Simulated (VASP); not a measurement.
A run of VASP 6.6.1 is set up as follows.

INCAR

```
  PREC = Accurate
  ENCUT = 520
  EDIFF = 1E-6
  ISMEAR = -1
  SIGMA = 0.05
  LREAL = False
  LASPH = True
  NELM = 80
  ALGO = Normal
  ISIF = 2
  LWAVE = False
  LCHARG = False
  GGA = CA
  NBANDS = 12
```

Contents of KPOINTS:

```
regular mesh
0
Gamma
  11 11 11
```

File POSCAR:

```
Nb
1.0
    0.0000000000      2.1008049414      2.1008049414
    2.1008049414      0.0000000000      2.1008049414
    2.1008049414      2.1008049414      0.0000000000
Nb
1
Direct
    0.0000000000      0.0000000000      0.0000000000
```

Potentials or basis: VASP PAW LDA potentials, release 64 (Nb_sv).

Run with:

```sh
$ cat potpaw_LDA.64/Nb_sv/POTCAR > POTCAR
$ mpirun -np 1 vasp_std > vasp.out
```

(1) Estimate the pressure.

## Answers

(1) -8.1 GPa.
